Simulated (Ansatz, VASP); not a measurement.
NaF: VASP beside Ansatz

```
Na F
1.0
     3.29199    0.00000    0.00000
    -1.64600    2.85095    0.00000
     0.00000    0.00000   13.92876
Na F
5 5
Direct
  0.00000 0.00000 0.99704
  0.33333 0.66667 0.20296
  0.00000 0.00000 0.40396
  0.66667 0.33333 0.60000
  0.33333 0.66667 0.79604
  0.66667 0.33333 0.10000
  0.66667 0.33333 0.30577
  0.33333 0.66667 0.50198
  0.00000 0.00000 0.69802
  0.66667 0.33333 0.89423
```

Alike in both runs: functional PBE; k mesh 9 × 9 × 3; occupations gaussian, width 0.02 eV; no spin polarisation.

Ansatz relaxed the structure, and its values are those at the end. VASP's run is a single point on that final structure, the one shown.

|  | VASP | Ansatz |
| --- | --- | --- |
| version | VASP 6.6.1 | Ansatz 0.2.0 |
| potentials or method | VASP PAW PBE potentials, release 64 (Na_pv, F), cutoff 520 eV | scalar-relativistic, plane waves, PAW |
| valence electrons in the cell | 70 | 80 |

|  | VASP | Ansatz | Ansatz less VASP |
| --- | --- | --- | --- |
| gap on the k mesh at the Fermi level (eV) | 5.79 | 5.80 | +0.015 |
| least direct gap on the mesh (eV) | 5.79 | 5.80 | +0.015 |
| pressure (GPa) | -0.1 | 0.0 | +0.16 |

VASP's potentials hold 70 valence electrons a cell and Ansatz's 80, so a difference there can come from the potentials and not from the codes.
